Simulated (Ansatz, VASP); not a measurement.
# Two plane-wave programs on CdSe

Contents of POSCAR:

```
CdSe
1.0
    4.4268428714      0.0000000000      0.0000000000
   -2.2134214357      3.8337583852      0.0000000000
    0.0000000000      0.0000000000      6.9492799358
Cd Se
2 2
Direct
    0.3333333333      0.6666666667      0.0003981812
    0.6666666667      0.3333333333      0.5003981812
    0.3333333333      0.6666666667      0.3846018188
    0.6666666667      0.3333333333      0.8846018188
```

Contents of INCAR.step1:

```
SYSTEM = CdSe
  PREC = Accurate
  ENCUT = 520
  ISMEAR = 0
  SIGMA = 0.01
  LREAL = .False.
  LASPH = .True.
  NELM = 80
  NBANDS = 26
  GGA = PE
  ALGO = Normal
  EDIFF = 1E-4
  LWAVE = .True.
  LCHARG = .False.
```

File INCAR.step2:

```
SYSTEM = CdSe
  PREC = Accurate
  ENCUT = 520
  EDIFF = 1E-6
  ISMEAR = 0
  SIGMA = 0.01
  LREAL = .False.
  LASPH = .True.
  NELM = 80
  ALGO = Normal
  ISIF = 2
  LWAVE = .False.
  LCHARG = .True.
  METAGGA = R2SCAN
  LMIXTAU = .True.
  LELF = .True.
  LVHAR = .True.
  NBANDS = 26
  ISTART = 1
```

File KPOINTS:

```
regular mesh
0
Gamma
  6 6 4
  0 0 0
```

Input for Ansatz:

```yaml
crystal:
  lattice:
    - [4.42684287138, 0.0, 0.0]
    - [-2.21342143569, 3.83375838518, 0.0]
    - [0.0, 0.0, 6.94927993585]
  atoms:
    - { symbol: Cd, position: [0.333333333333, 0.666666666667, 0.000398181222] }
    - { symbol: Cd, position: [0.666666666667, 0.333333333333, 0.500398181222] }
    - { symbol: Se, position: [0.333333333333, 0.666666666667, 0.384601818778] }
    - { symbol: Se, position: [0.666666666667, 0.333333333333, 0.884601818778] }
kpoints:
  mp_grid: { grid: [6, 6, 4] }
scf:
  occupations: { method: fixed }
  convergence: { dr2_threshold: 1.0e-10 }
hamiltonian:
  xc: r2scan
  pseudopotentials: { kind: paw }
output:
  forces: true
  stress: true
  eigenstates:
    kpoints:
      - [0.0, 0.0, 0.0]
      - [0.0, 0.0, -0.5]
      - [-0.5, 0.0, 0.0]
      - [-0.5, 0.5, 0.0]
      - [0.0, -0.5, 0.0]
      - [-0.5, 0.0, -0.5]
      - [-0.5, 0.5, -0.5]
      - [0.0, -0.5, -0.5]
  eigenvalues: true
```

Change from the starting cell: film at in-plane strain +0.02.

Alike in both runs: task single point; functional r2SCAN; k mesh 6 × 6 × 4; no spin polarisation.

|  | VASP | Ansatz |
| --- | --- | --- |
| version | VASP 6.6.1 | Ansatz 0.2.0 |
| potentials or method | VASP PAW PBE potentials, release 64 (Cd, Se) | PAW with Ansatz's default frozen-core files, scalar-relativistic |
| plane-wave cutoff (eV) | 520 | 500 |
| occupations | gaussian, width 0.01 eV | fixed |
| valence electrons in the cell | 36 | 72 |

Ansatz gave:

* gap on the k mesh at the Fermi level (eV): 1.02
* pressure (GPa): -1.1
* traceless stress, the component that is largest in VASP (GPa): 1.05

Estimate VASP's values.

gap on the k mesh at the Fermi level (eV): 1.01; pressure (GPa): -0.8; traceless stress, the component that is largest in VASP (GPa): 1.06.

VASP's potentials were made for PBE, not for r2SCAN. VASP's potentials hold 36 valence electrons a cell and Ansatz's 72, so a difference there can come from the potentials and not from the codes.
